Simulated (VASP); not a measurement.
# BaZrO3 (Pm-3m) in VASP: further runs

Runs on BaZrO3. Level: PBE. Tasks: single point.

All numbers are computed with VASP 6.6.1; they aren't measurements. Logs are shortened: lines on timing, memory, paths and dates and some standing lists are left out, and cuts for length are marked.

## Step 1: The cell of the first run

It takes space group Pm-3m (No. 221, cubic). The conventional cell has a = 4.195 Å, b = 4.195 Å, c = 4.195 Å, α = 90.00°, β = 90.00°, γ = 90.00°. Within 3.9 Å of Ba (site symmetry m-3m) lie 12 O at 2.97 Å and 8 Zr at 3.63 Å. Within 2.8 Å of Zr (site symmetry m-3m) lie 6 O at 2.10 Å. Within 2.8 Å of O (site symmetry 4/mmm) lie 2 Zr at 2.10 Å.

## Step 2: Single point, PBE

INCAR reads:

```
SYSTEM = BaZrO3
PREC     = Accurate       ! precision mode
ENCUT    = 520            ! plane-wave cutoff, eV
EDIFF    = 1E-6           ! SCF threshold, eV
ISMEAR   = 0              ! smearing method
SIGMA    = 0.05           ! smearing width, eV
LREAL    = .False.        ! projectors in reciprocal space
LASPH    = .True.         ! aspherical terms in the spheres
NELM     = 80             ! most SCF steps
ALGO     = Normal         ! electronic algorithm
ISIF     = 2              ! what is computed and relaxed
LWAVE    = .False.        ! write WAVECAR
LCHARG   = .False.        ! write CHGCAR
GGA      = PE             ! functional
NBANDS   = 28             ! bands
```

KPOINTS reads:

```
regular mesh
0
Gamma
  6 6 6
  0 0 0
```

POSCAR reads:

```
BaZrO3
1.0
    4.1953966539      0.0000000000      0.0000000000
    0.0000000000      4.1953966539      0.0000000000
    0.0000000000      0.0000000000      4.1953966539
Ba Zr O
1 1 3
Direct
    0.0000000000      0.0000000000      0.0000000000
    0.5000000000      0.5000000000      0.5000000000
    0.0000000000      0.5000000000      0.5000000000
    0.5000000000      0.5000000000      0.0000000000
    0.5000000000      0.0000000000      0.5000000000
```

Potentials or basis: VASP PAW PBE potentials, release 64 (Ba_sv, Zr_sv, O).

Launch:

```
cat potpaw_PBE.64/Ba_sv/POTCAR potpaw_PBE.64/Zr_sv/POTCAR potpaw_PBE.64/O/POTCAR > POTCAR
mpirun -np 1 vasp_std > vasp.out
```

OUTCAR:

```text
SYSTEM = BaZrO3
   PREC = Accurate
   ENCUT = 520
   EDIFF = 1E-6
   ISMEAR = 0
   LREAL = .False.
   LASPH = .True.
   NELM = 80
   ISIF = 2
   GGA = PE

 ion  position               nearest neighbor table
   1  0.000  0.000  0.000-   3 2.97   4 2.97   5 2.97   3 2.97   5 2.97   3 2.97   4 2.97   3 2.97
                             4 2.97   5 2.97   5 2.97   4 2.97   2 3.63   2 3.63   2 3.63   2 3.63
   2  0.500  0.500  0.500-   3 2.10   4 2.10   5 2.10   4 2.10   5 2.10   3 2.10   1 3.63   1 3.63
                             1 3.63   1 3.63   1 3.63   1 3.63   1 3.63   1 3.63
   3  0.000  0.500  0.500-   2 2.10   2 2.10   1 2.97   1 2.97   1 2.97   1 2.97
   4  0.500  0.500  0.000-   2 2.10   2 2.10   1 2.97   1 2.97   1 2.97   1 2.97
   5  0.500  0.000  0.500-   2 2.10   2 2.10   1 2.97   1 2.97   1 2.97   1 2.97

  LATTYP: Found a simple cubic cell.
 ALAT       =     4.1953966539

  Lattice vectors:

 A1 = (   4.1953966539,   0.0000000000,   0.0000000000)
 A2 = (   0.0000000000,   4.1953966539,   0.0000000000)
 A3 = (   0.0000000000,   0.0000000000,   4.1953966539)

Analysis of symmetry for initial positions (statically):
=====================================================================
 Subroutine PRICEL returns:
 Original cell was already a primitive cell.

 Routine SETGRP: Setting up the symmetry group for a
 simple cubic supercell.

 Subroutine GETGRP returns: Found 48 space group operations
 (whereof 48 operations were pure point group operations)
 out of a pool of 48 trial point group operations.

The static configuration has the point symmetry O_h .

Analysis of symmetry for dynamics (positions and initial velocities):
=====================================================================
 Subroutine PRICEL returns:
 Original cell was already a primitive cell.

 Routine SETGRP: Setting up the symmetry group for a
 simple cubic supercell.

 Subroutine GETGRP returns: Found 48 space group operations
 (whereof 48 operations were pure point group operations)
 out of a pool of 48 trial point group operations.

The dynamic configuration has the point symmetry O_h .

 Subroutine INISYM returns: Found 48 space group operations
 (whereof 48 operations are pure point group operations),
 and found     1 'primitive' translations

----------------------------------------------------------------------------------------

                                     Primitive cell

  volume of cell :      73.8447

  direct lattice vectors                    reciprocal lattice vectors
     4.195396654  0.000000000  0.000000000     0.238356485  0.000000000  0.000000000
     0.000000000  4.195396654  0.000000000     0.000000000  0.238356485  0.000000000
     0.000000000  0.000000000  4.195396654     0.000000000  0.000000000  0.238356485

  length of vectors
     4.195396654  4.195396654  4.195396654     0.238356485  0.238356485  0.238356485

  position of ions in fractional coordinates (direct lattice)
     0.000000000  0.000000000  0.000000000
     0.500000000  0.500000000  0.500000000
     0.000000000  0.500000000  0.500000000
     0.500000000  0.500000000  0.000000000
     0.500000000  0.000000000  0.500000000

  ion indices of the primitive-cell ions
   primitive index   ion index
                 1           1
                 2           2
                 3           3
                 4           4
                 5           5

----------------------------------------------------------------------------------------

 KPOINTS: regular mesh

Automatic generation of k-mesh.
 Grid dimensions read from file:
 generate k-points for:    6    6    6

 Generating k-lattice:

  Cartesian coordinates                     Fractional coordinates (reciprocal lattice)
     0.039726081  0.000000000  0.000000000     0.166666667  0.000000000  0.000000000
     0.000000000  0.039726081  0.000000000     0.000000000  0.166666667  0.000000000
     0.000000000  0.000000000  0.039726081     0.000000000  0.000000000  0.166666667

  Length of vectors
     0.039726081  0.039726081  0.039726081

  Shift w.r.t. Gamma in fractional coordinates (k-lattice)
     0.000000000  0.000000000  0.000000000

 Subroutine IBZKPT returns following result:
 ===========================================

 Found     20 irreducible k-points:

 Following reciprocal coordinates:
            Coordinates               Weight
  0.000000  0.000000  0.000000      1.000000
  0.166667  0.000000  0.000000      6.000000
  0.333333  0.000000  0.000000      6.000000
  0.500000  0.000000  0.000000      3.000000
  0.166667  0.166667  0.000000     12.000000
  0.333333  0.166667  0.000000     24.000000
[... 12 lines left out ...]
  0.500000  0.500000  0.333333      6.000000
  0.500000  0.500000  0.500000      1.000000
   k-points           NKPTS =     20   k-points in BZ     NKDIM =     20   number of bands    NBANDS=     28
   number of dos      NEDOS =    301   number of ions     NIONS =      5
   total plane-waves  NPLWV =  32768
   dimension x,y,z NGX =    32 NGY =   32 NGZ =   32
   dimension x,y,z NGXF=    64 NGYF=   64 NGZF=   64
   ions per type =               1   1   3
   NGX,Y,Z   is equivalent  to a cutoff of  12.68, 12.68, 12.68 a.u.
   NGXF,Y,Z  is equivalent  to a cutoff of  25.36, 25.36, 25.36 a.u.
 SYSTEM =  BaZrO3
   PREC   = accura    normal or accurate (medium, high low for compatibility)
   ISTART =      0    job   : 0-new  1-cont  2-samecut
   ICHARG =      2    charge: 1-file 2-atom 10-const
   ISPIN  =      1    spin polarized calculation?
   LNONCOLLINEAR =      F non collinear calculations
   LSORBIT =      F    spin-orbit coupling
   LASPH  =      T    aspherical Exc in radial PAW
   ENCUT  =  520.0 eV  38.22 Ry    6.18 a.u.   7.80  7.80  7.80*2*pi/ulx,y,z
   NELM   =     80;   NELMIN=  2; NELMDL= -5     # of ELM steps
   EDIFF  = 0.1E-05   stopping-criterion for ELM
   LREAL  =      F    real-space projection
   EDIFFG = 0.1E-04   stopping-criterion for IOM
   NSW    =      0    number of steps for IOM
   IBRION =     -1    ionic relax: 0-MD 1-quasi-New 2-CG
   NFREE  =      0    steps in history (QN), initial steepest desc. (CG)
   ISIF   =      2    stress and relaxation
   ISYM   =      2    0-nonsym 1-usesym 2-fastsym
   POTIM  = 0.5000    time-step for ionic-motion
   TEBEG  =    0.0;   TEEND  =   0.0 temperature during run
   PSTRESS=    0.0 pullay stress
   NELECT =      40.0000    total number of electrons
   NUPDOWN=      -1.0000    fix difference up-down
   EMIN   =  10.00;   EMAX   =-10.00  energy-range for DOS
   EFERMI =   0.00;   METHOD = LEGACY
   ISMEAR =     0;   SIGMA  =   0.05  broadening in eV -4-tet -1-fermi 0-gaus
   EFERMI_NEDOS =   21; number of points for ismear=-14 and -15
   IALGO  =     38    algorithm
   IMIX   =      4    mixing-type and parameters
     AMIX     =   0.40;   BMIX     =  1.00
     AMIX_MAG =   1.60;   BMIX_MAG =  1.00
  volume/ion in A,a.u.               =      14.77        99.67
  Fermi-wavevector in a.u.,A,eV,Ry     =   1.334510  2.521858 24.230842  1.780917
  Thomas-Fermi vector in A             =   2.463286
   LORBIT       =      0    0 simple, 1 ext, 2 COOP (PROOUT), +10 PAW based schemes
   GGA     = PE    functional components
   LHFCALC =     F    Hartree Fock is set to
   AEXX    =    0.0000 exact exchange contribution
   IVDW    =     0    specifies the selected vdW correction
   LEPSILON=     F    determine dielectric tensor
   LRPA    =     F    only Hartree local field effects (RPA)
 non-spin polarized calculation
 Gauss-broadening in eV      SIGMA  =   0.05
  energy-cutoff  :      520.00
  volume of cell :       73.84
 maximum number of plane-waves:      2008
 NGX is ok and might be reduce to    32
   NGX = 15   NGY = 15   NGZ = 15

 number of electron      39.9999998 magnetization

 Free energy of the ion-electron system (eV)
  ---------------------------------------------------
  ext. energy  EPLUGINS =         0.00000000
  ---------------------------------------------------
  free energy    TOTEN  =       -41.69287424 eV

  energy without entropy =      -41.69287424  energy(sigma->0) =      -41.69287424

 E-fermi :   4.0975     XC(G=0): -10.7566

 val. band max:        3.7687103544   @ k =   0.5000   0.5000   0.5000
 cond. band min:       6.9514449642   @ k =   0.0000   0.0000   0.0000
 fundamental gap:      3.1827346098
 Fermi energy:         4.0974699067

 k-point     1 :       0.0000    0.0000    0.0000
  band No.  band energies     occupation
      1     -43.2687      2.00000
      2     -21.5564      2.00000
      3     -21.4259      2.00000
      4     -21.4259      2.00000
      5     -21.4259      2.00000
      6     -12.5982      2.00000
[... 20 lines left out ...]
     27      11.1851      0.00000
     28      11.1851      0.00000

 k-point     2 :       0.1667    0.0000    0.0000
  band No.  band energies     occupation
      1     -43.2679      2.00000
      2     -21.6347      2.00000
      3     -21.4242      2.00000
      4     -21.4242      2.00000
      5     -21.3957      2.00000
      6     -12.6039      2.00000
[... 20 lines left out ...]
     27      11.1860      0.00000
     28      11.9409      0.00000

 k-point     3 :       0.3333    0.0000    0.0000
  band No.  band energies     occupation
      1     -43.2662      2.00000
      2     -21.7644      2.00000
      3     -21.4208      2.00000
      4     -21.4208      2.00000
      5     -21.3570      2.00000
      6     -12.7069      2.00000
[... 20 lines left out ...]
     27      11.3556      0.00000
     28      11.5885      0.00000

 k-point     4 :       0.5000    0.0000    0.0000
  band No.  band energies     occupation
      1     -43.2654      2.00000
      2     -21.8239      2.00000
      3     -21.4191      2.00000
      4     -21.4191      2.00000
      5     -21.3406      2.00000
      6     -12.7657      2.00000
[... 454 lines left out ...]
     27      12.0090      0.00000
     28      12.6922      0.00000

 k-point    19 :       0.5000    0.5000    0.3333
  band No.  band energies     occupation
      1     -43.2597      2.00000
      2     -21.6589      2.00000
      3     -21.6589      2.00000
      4     -21.5981      2.00000
      5     -21.4377      2.00000
      6     -11.6708      2.00000
[... 20 lines left out ...]
     27      12.2683      0.00000
     28      13.0146      0.00000

 k-point    20 :       0.5000    0.5000    0.5000
  band No.  band energies     occupation
      1     -43.2589      2.00000
      2     -21.6565      2.00000
      3     -21.6565      2.00000
      4     -21.6565      2.00000
      5     -21.4288      2.00000
      6     -11.3905      2.00000
[... 20 lines left out ...]
     27      12.8934      0.00000
     28      12.8934      0.00000

------------------------ aborting loop because EDIFF is reached ----------------------------------------

  FORCE on cell =-STRESS in cart. coord.  units (eV):
  Direction    XX          YY          ZZ          XY          YZ          ZX
  --------------------------------------------------------------------------------------
  -------------------------------------------------------------------------------------
  Total        2.1199604      2.1199604      2.1199604      0.0000000      0.0000000      0.0000000
  in kB       45.9959134     45.9959134     45.9959134      0.0000000      0.0000000      0.0000000
  external PRESSURE =      45.9959134 kB  Pullay stress =       0.0000000 kB

 VOLUME and BASIS-vectors are now :
 -----------------------------------------------------------------------------
  energy-cutoff  :      520.00
  volume of cell :       73.84
      direct lattice vectors                 reciprocal lattice vectors
     4.195396654  0.000000000  0.000000000     0.238356485  0.000000000  0.000000000
     0.000000000  4.195396654  0.000000000     0.000000000  0.238356485  0.000000000
     0.000000000  0.000000000  4.195396654     0.000000000  0.000000000  0.238356485

 POSITION                                       TOTAL-FORCE (eV/Angst)
 -----------------------------------------------------------------------------------
      0.00000      0.00000      0.00000         0.000000      0.000000      0.000000
      2.09770      2.09770      2.09770         0.000000      0.000000      0.000000
      0.00000      2.09770      2.09770         0.000000      0.000000      0.000000
      2.09770      2.09770      0.00000         0.000000      0.000000      0.000000
      2.09770      0.00000      2.09770         0.000000      0.000000      0.000000
 -----------------------------------------------------------------------------------
    total drift:                                0.000000     -0.000000     -0.000000

  FREE ENERGIE OF THE ION-ELECTRON SYSTEM (eV)
  ---------------------------------------------------
  free  energy   TOTEN  =       -41.6928742401 eV

  energy  without entropy=      -41.6928742401  energy(sigma->0) =      -41.69287424
```

Wall time 30 s (1 thread of Intel Xeon Platinum 8375C at 2.90GHz (Ice Lake), shared host); peak memory 0.2 GiB.

Results:

* Free energy: -41.6929 eV
* Pressure: 4.6 GPa
* Band gap on the k mesh: 3.18 eV, indirect (least direct gap 3.41 eV)

Caveat: spin-orbit coupling is left out, which moves the levels of the heavy elements. A k mesh can miss the band edges.

## Step 3: Single point, PBE, non-collinear spin, zero start, spin-orbit coupling (volume scaled by 1.040)

INCAR reads:

```
ALGO = Normal
EDIFF = 1E-6
ENCUT = 520
GGA = PE
GGA_COMPAT = F
ISIF = 2
ISMEAR = 0
LASPH = T
LCHARG = F
LMAXMIX = 4
LORBIT = 11
LORBMOM = T
LREAL = F
LSORBIT = T
LWAVE = F
MAGMOM = 0 0 0 0 0 0 0 0 0 0 0 0 0 0 0
NBANDS = 55
NELM = 150
PREC = Accurate
SIGMA = 0.05
```

KPOINTS reads:

```
k-points
0
Gamma
  6 6 6
```

Edit POSCAR of step 2 so:

```diff
@@ -2,5 +2,5 @@
 1.0
-    4.1953966539      0.0000000000      0.0000000000
-    0.0000000000      4.1953966539      0.0000000000
-    0.0000000000      0.0000000000      4.1953966539
+    4.2828019889      0.0000000000      0.0000000000
+    0.0000000000      4.2828019889      0.0000000000
+    0.0000000000      0.0000000000      4.2828019889
 Ba Zr O
```

Potentials or basis: VASP PAW PBE potentials, release 64 (Ba_sv, Zr_sv, O).

Launch:

```
cat potpaw_PBE.64/Ba_sv/POTCAR potpaw_PBE.64/Zr_sv/POTCAR potpaw_PBE.64/O/POTCAR > POTCAR
mpirun -np 1 vasp_ncl > vasp.out
```

Run time: 3 min. Hardware: 1 thread of Intel Xeon 6975P-C, shared host; peak memory 0.39 GiB.

Results (log left out):

```
Free energy                                           : -41.9492 eV
Pressure                                              : -4.6 GPa
Net moment                                            : 0.00 μB per cell
Valence electrons inside the program's atomic spheres : Ba 7.86; Zr 9.60; O 5.01
```

Moments on the atoms (μB; x, y, z):
```
Ba  0.00 0.00 0.00
Zr  0.00 0.00 0.00
O   0.00 0.00 0.00
O   0.00 0.00 0.00
O   0.00 0.00 0.00
```

## Step 4: Single point, PBE, non-collinear spin, zero start, spin-orbit coupling (volume scaled by 1.070)

INCAR reads:

```
SYSTEM = BaZrO3
ALGO = Normal
EDIFF = 1E-7
ENCUT = 520
GGA = PE
GGA_COMPAT = .FALSE.
ISIF = 2
ISMEAR = 0
LASPH = .TRUE.
LCHARG = .FALSE.
LMAXMIX = 4
LORBIT = 11
LORBMOM = .TRUE.
LREAL = .FALSE.
LSORBIT = .TRUE.
LWAVE = .FALSE.
MAGMOM = 0 0 0 0 0 0 0 0 0 0 0 0 0 0 0
NBANDS = 55
NELM = 150
PREC = Accurate
SIGMA = 0.05
```

KPOINTS reads:

```
k-points
0
G
  6 6 6
  0 0 0
```

Edit POSCAR of step 3 so:

```diff
@@ -2,5 +2,5 @@
 1.0
-    4.2828019889      0.0000000000      0.0000000000
-    0.0000000000      4.2828019889      0.0000000000
-    0.0000000000      0.0000000000      4.2828019889
+    4.3235930343      0.0000000000      0.0000000000
+    0.0000000000      4.3235930343      0.0000000000
+    0.0000000000      0.0000000000      4.3235930343
 Ba Zr O
```

Launch:

```
cat potpaw_PBE.64/Ba_sv/POTCAR potpaw_PBE.64/Zr_sv/POTCAR potpaw_PBE.64/O/POTCAR > POTCAR
mpirun -np 1 vasp_ncl > vasp.out
```

Run time: 3.2 min. Hardware: 1 thread of Intel Xeon 6975P-C, shared host; peak memory 0.39 GiB.

Results (log left out):

```yaml
Free_energy: -41.8618 eV
Pressure: -8.0 GPa
Net_moment: 0.00 μB per cell
Valence_electrons_inside_the_program's_atomic_spheres: Ba 7.85; Zr 9.55; O 5.00
```

Moments on the atoms (μB; x, y, z):
```
Ba  0.00 0.00 0.00
Zr  0.00 0.00 0.00
O   0.00 0.00 0.00
O   0.00 0.00 0.00
O   0.00 0.00 0.00
```

## Step 5: Single point, PBE

INCAR reads:

```
SYSTEM = BaZrO3
PREC     = Accurate       ! precision mode
ENCUT    = 910            ! plane-wave cutoff, eV
EDIFF    = 1E-6           ! SCF threshold, eV
ISMEAR   = 0              ! smearing method
SIGMA    = 0.05           ! smearing width, eV
LREAL    = .False.        ! projectors in reciprocal space
LASPH    = .True.         ! aspherical terms in the spheres
NELM     = 120            ! most SCF steps
ALGO     = Normal         ! electronic algorithm
ISIF     = 2              ! what is computed and relaxed
LWAVE    = .False.        ! write WAVECAR
LCHARG   = .False.        ! write CHGCAR
GGA      = PE             ! functional
NBANDS   = 28             ! bands
GGA_COMPAT= .False.
```

KPOINTS reads:

```
regular mesh
0
Gamma
  6 6 6
  0 0 0
```

Edit POSCAR of step 4 so:

```diff
@@ -2,5 +2,5 @@
 1.0
-    4.3235930343      0.0000000000      0.0000000000
-    0.0000000000      4.3235930343      0.0000000000
-    0.0000000000      0.0000000000      4.3235930343
+    4.1953966539      0.0000000000      0.0000000000
+    0.0000000000      4.1953966539      0.0000000000
+    0.0000000000      0.0000000000      4.1953966539
 Ba Zr O
```

Potentials or basis: VASP PAW PBE potentials, release 64 (Ba_sv, Zr_sv, O_h).

Launch:

```
cat potpaw_PBE.64/Ba_sv/POTCAR potpaw_PBE.64/Zr_sv/POTCAR potpaw_PBE.64/O_h/POTCAR > POTCAR
mpirun -np 1 vasp_std > vasp.out
```

Wall time 47 s (1 thread of Intel Xeon Platinum 8559C (Emerald Rapids), shared host); peak memory 0.31 GiB.

Results (log left out):

```yaml
Free_energy: -41.7152 eV
Pressure: 4.4 GPa
Band_gap_on_the_k_mesh: 3.19 eV, indirect (least direct gap 3.41 eV)
```

Levels at points of the mesh, in eV from the valence-band top:
```csv
k point,band 16,band 17,band 18,band 19,band 20,band 21,band 22,band 23,band 24,band 25
"(0.00, 0.00, 0.00)",-0.98,-0.98,-0.22,-0.22,-0.22,3.19,3.19,3.19,4.65,4.65
"(0.50, 0.00, 0.00)",-1.73,-1.73,-1.67,-0.45,-0.45,3.63,5.70,5.70,6.42,6.67
"(0.50, 0.50, 0.00)",-2.39,-0.93,-0.93,-0.79,-0.08,5.66,5.66,6.45,6.48,7.67
"(0.50, 0.50, 0.50)",-2.54,-2.54,0.00,0.00,0.00,5.97,5.97,5.97,6.98,6.98
```

Caveat: the cutoff is under 1.25 times the usual one of these potentials, so pressure, stress and relaxed cells hold a basis-set (Pulay) error; spin-orbit coupling is left out, which moves the levels of the heavy elements. A k mesh can miss the band edges.

## Step 6: Overview

```csv
potentials or basis,spin,cell,cutoff (eV),second run,gap on the mesh (eV),pressure (GPa),moment (μB)
"VASP PAW PBE potentials, release 64 (Ba_sv, Zr_sv, O)",off,"a = 4.195 Å, 5 atoms",520,-,3.18,4.6,-
"VASP PAW PBE potentials, release 64 (Ba_sv, Zr_sv, O)","non-collinear, zero start, SOC","a = 4.283 Å, 5 atoms",520,-,-,-4.6,0.00
"VASP PAW PBE potentials, release 64 (Ba_sv, Zr_sv, O)","non-collinear, zero start, SOC","a = 4.324 Å, 5 atoms",520,-,-,-8.0,0.00
"VASP PAW PBE potentials, release 64 (Ba_sv, Zr_sv, O_h)",off,"a = 4.195 Å, 5 atoms",910,hard_potentials,3.19,4.4,-
```

Alike in all rows: task single point; level PBE; k mesh 6 × 6 × 6; smearing gaussian 0.05 eV.

Caveats: spin-orbit coupling is left out, which moves the levels of the heavy elements (some runs); the cutoff is under 1.25 times the usual one of these potentials, so pressure, stress and relaxed cells hold a basis-set (Pulay) error (some runs).

Total energies depend on the potentials used, so only differences within one code and one set of settings carry meaning.
